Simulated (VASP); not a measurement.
Input of a VASP 6.6.1 run:

The input POSCAR:

```
Hf
1.0
    4.9623295440      0.0000000000      0.0000000000
   -2.4811647720      4.2975034470      0.0000000000
    0.0000000000      0.0000000000      3.0862322500
Hf
3
Direct
    0.0000000000      0.0000000000      0.0000000000
    0.3333333333      0.6666666667      0.5000000000
    0.6666666667      0.3333333333      0.5000000000
```

INCAR.step1

```
PREC = Accurate
ENCUT = 520
ISMEAR = -1
SIGMA = 0.05
LREAL = F
LASPH = T
NELM = 60
NBANDS = 22
GGA = PE
ALGO = Normal
EDIFF = 1E-4
LWAVE = T
LCHARG = F
```

File INCAR.step2:

```
PREC = Accurate
ENCUT = 520
EDIFF = 1E-7
ISMEAR = -1
SIGMA = 0.05
LREAL = F
LASPH = T
NELM = 60
ALGO = Normal
ISIF = 2
LWAVE = F
LCHARG = F
METAGGA = R2SCAN
LMIXTAU = T
NBANDS = 22
ISTART = 1
```

File KPOINTS:

```
regular mesh
0
Gamma
  6 6 9
```

Potentials or basis: VASP PAW PBE potentials, release 64 (Hf_pv).

The run is started by

```console
$ cat potpaw_PBE.64/Hf_pv/POTCAR > POTCAR
$ cp INCAR.step1 INCAR
$ mpirun -np 1 vasp_std > vasp.out
$ cp INCAR.step2 INCAR
$ mpirun -np 1 vasp_std > vasp.out
```

What does it give for the band gap on the k mesh?

Zero (band 15 reaches 5.16 eV, above the bottom of band 16 at 4.26 eV).

What does it give for the pressure?

0.1 GPa.

Stress tensor (GPa, compression positive):
```
0.19 0.00 0.00
0.00 0.19 0.00
0.00 0.00 0.01
```

Caveat: the PAW data sets were made with another functional, which shifts forces and pressure a little; spin-orbit coupling is left out, which moves the levels of the heavy elements.
